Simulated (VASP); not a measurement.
Set up this calculation in VASP 6.6.1, as the native input.

```yaml
Task: relaxation of shape and atoms at fixed volume
Functional: PBE
Dispersion: D3(BJ)
Potentials_or_basis: VASP PAW PBE potentials, release 64 (B, N)
Cutoff: 600 eV
k_mesh: 12 × 12 × 12
Occupations: gaussian, width 0.02 eV
Spin: no spin polarisation
Dipole_correction: no
Further_INCAR_settings: ALGO = Normal; EDIFF = 1e-06; IBRION = 2; EDIFFG = -0.01; NSW = 50; ISIF = 4
```

The structure of BN lies in POSCAR:

```
BN
1.0
    1.2388294414      0.7152385114      3.1687392567
   -1.2388294414      0.7152385114      3.1687392567
    0.0000000000     -1.4304770229      3.1687392567
B N
1 1
Direct
    0.9997569716      0.9997569716      0.9997569716
    0.3326760284      0.3326760284      0.3326760284
```

One way to write it, as run:

INCAR

```
SYSTEM = BN
  PREC = Accurate
  ENCUT = 600
  EDIFF = 1E-6
  ISMEAR = 0
  SIGMA = 0.02
  LREAL = .False.
  LASPH = .True.
  NELM = 80
  ALGO = Normal
  ISIF = 4
  LWAVE = .False.
  LCHARG = .False.
  GGA = PE
  IVDW = 12
  IBRION = 2
  NSW = 50
  EDIFFG = -0.01
```

KPOINTS

```
regular mesh
0
Gamma
  12 12 12
  0 0 0
```

Potentials or basis: VASP PAW PBE potentials, release 64 (B, N).

The run is started by

```sh
$ cat potpaw_PBE.64/B/POTCAR potpaw_PBE.64/N/POTCAR > POTCAR
$ mpirun -np 1 vasp_std > vasp.out
```

It gave:

* Energy gained by relaxing: 6.0 meV/atom
* Ionic steps: 4
* Pressure after relaxing: 2.1 GPa
* Band gap on the k mesh: 4.06 eV (least direct gap 4.73 eV)
* Dispersion energy per atom: -0.153 eV

Wall time 3 min on 1 thread of AMD EPYC 7R13, with other jobs on the host, peak memory 0.16 GiB.
